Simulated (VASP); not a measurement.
A run of VASP 6.6.1 is set up as follows.

Contents of INCAR:

```
ALGO     = Fast           # electronic algorithm
EDIFF    = 1E-7           # SCF threshold, eV
ENCUT    = 520            # plane-wave cutoff, eV
GGA      = PS             # functional
ISIF     = 2              # what is computed and relaxed
ISMEAR   = -1             # smearing method
IVDW     = 12             # dispersion correction
LASPH    = True           # aspherical terms in the spheres
LCHARG   = True           # write CHGCAR
LELF     = True           # ELF
LREAL    = False          # projectors in reciprocal space
LVHAR    = True         
LWAVE    = False          # write WAVECAR
NBANDS   = 66             # bands
NELM     = 80             # most SCF steps
PREC     = Accurate       # precision mode
SIGMA    = 0.05           # smearing width, eV
```

File KPOINTS:

```
k-points
0
Gamma
  5 5 5
```

Contents of POSCAR:

```
W
1.0
    5.0830000000      0.0000000000      0.0000000000
    0.0000000000      5.0830000000      0.0000000000
    0.0000000000      0.0000000000      5.0830000000
W
8
Direct
    0.5000000000      0.2500000000      0.0000000000
    0.5000000000      0.7500000000      0.0000000000
    0.7500000000      0.0000000000      0.5000000000
    0.2500000000      0.0000000000      0.5000000000
    0.0000000000      0.5000000000      0.7500000000
    0.0000000000      0.5000000000      0.2500000000
    0.5000000000      0.5000000000      0.5000000000
    0.0000000000      0.0000000000      0.0000000000
```

Potentials or basis: VASP PAW PBE potentials, release 64 (W_sv).

Command:

```console
$ cat potpaw_PBE.64/W_sv/POTCAR > POTCAR
$ mpirun -np 1 vasp_std > vasp.out
```

Estimate the pressure.

-15.6 GPa.

Predict the dispersion energy per atom.

-0.718 eV.

Estimate the band gap on the k mesh.

zero (bands 56 and 57 overlap by 0.50 eV).

Caveat: three body term missing; the cell stands under tension; the PAW data sets were made with another functional, which shifts forces and pressure a little; spin-orbit coupling is left out, which moves the levels of the heavy elements.
